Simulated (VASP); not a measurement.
Write the native input for VASP 6.6.1 that does the following.

```
Task                   : single point
Functional             : r2SCAN
Potentials or basis    : VASP PAW PBE potentials, release 64 (Ag, Cl)
Cutoff                 : 550 eV
k mesh                 : 8 × 8 × 8
Occupations            : gaussian, width 0.05 eV
Spin                   : no spin polarisation
Dipole correction      : no
Further INCAR settings : ALGO = Normal; EDIFF = 1e-06; NBANDS = 16
```

Crystal: AgCl.

```xyz
2
Lattice="0.0000 2.7870 2.7870 2.7731 0.0139 2.7731 2.7731 2.7731 0.0139" Properties=species:S:1:pos:R:3 pbc="T T T"
Ag    2.7731    2.7870    2.7870
Cl    0.0000    0.0000    0.0000
```

This cell differs from its parent crystal: strain +0.0100 x Voigt [0, 0, 0, 1, 0, 0].

The input as run:

POSCAR

```
AgCl
1.0
    0.0000000000      2.7870157500      2.7870157500
    2.7731500000      0.0138657500      2.7731500000
    2.7731500000      2.7731500000      0.0138657500
Ag Cl
1 1
Direct
    0.5000000000      0.5000000000      0.5000000000
    0.0000000000      0.0000000000      0.0000000000
```

INCAR.step1

```
  PREC = Accurate
  ENCUT = 550
  ISMEAR = 0
  SIGMA = 0.05
  LREAL = F
  LASPH = T
  NELM = 120
  NBANDS = 16
  GGA = PE
  ALGO = Normal
  EDIFF = 1E-5
  LWAVE = T
  LCHARG = F
  GGA_COMPAT = F
```

INCAR.step2

```
  PREC = Accurate
  ENCUT = 550
  EDIFF = 1E-6
  ISMEAR = 0
  SIGMA = 0.05
  LREAL = F
  LASPH = T
  NELM = 120
  ALGO = Normal
  ISIF = 2
  LWAVE = F
  LCHARG = T
  METAGGA = R2SCAN
  LMIXTAU = T
  LELF = T
  LVHAR = T
  NBANDS = 16
  ISTART = 1
  GGA_COMPAT = F
```

KPOINTS

```
regular mesh
0
Gamma
  8 8 8
```

Potentials or basis: VASP PAW PBE potentials, release 64 (Ag, Cl).

Launch:

```sh
$ cat potpaw_PBE.64/Ag/POTCAR potpaw_PBE.64/Cl/POTCAR > POTCAR
$ cp INCAR.step1 INCAR
$ mpirun -np 1 vasp_std > vasp.out
$ cp INCAR.step2 INCAR
$ mpirun -np 1 vasp_std > vasp.out
```

Results of the run:

```json
{"Pressure": "-0.1 GPa", "Band gap on the k mesh": "1.41 eV, indirect (least direct gap 3.69 eV)"}
```

Caveat: the cell differs from its parent crystal (strain +0.0100 x Voigt [0, 0, 0, 1, 0, 0]); the PAW data sets were made with another functional, which shifts forces and pressure a little.

It took 2.1 min on 1 thread of Intel(R) Xeon(R) 6975P-C (Granite Rapids), on a shared host, peak memory 0.21 GiB.
